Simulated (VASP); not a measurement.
Lu, 1 atom in the cell. It takes space group Im-3m (No. 229, cubic). The conventional cell has a = 2.874 Å, b = 2.874 Å, c = 2.874 Å, α = 90.00°, β = 90.00°, γ = 90.00°. Within 3.3 Å of Lu (site symmetry m-3m) lie 14 Lu at 2.49 to 2.87 Å. This isn't the form of Lu at room conditions, which is hcp.

```yaml
Program: VASP 6.6.1
Task: single point
Functional: PBE
Potentials_or_basis: VASP PAW PBE potentials, release 64 (Lu)
Cutoff: 520 eV
k_mesh: 14 × 14 × 14
Occupations: fermi-dirac, width 0.1 eV
Spin: no spin polarisation
Dipole_correction: no
Further_INCAR_settings: ALGO = Normal; EDIFF = 1e-06; NBANDS = 18
```

Potentials or basis: VASP PAW PBE potentials, release 64 (Lu).

Run with:

```bash
$ cat potpaw_PBE.64/Lu/POTCAR > POTCAR
$ mpirun -np 1 vasp_std > vasp.out
```

Hardware: 1 thread of AMD EPYC 7R43 64-Core Processor (Zen 3), on a shared host.

How long does it take, and how much memory?

Run time: 40 s on 1 thread of AMD EPYC 7R43 64-Core Processor (Zen 3), with other jobs on the host, peak memory 0.12 GiB. Counts: scf iterations 13, k points 104.
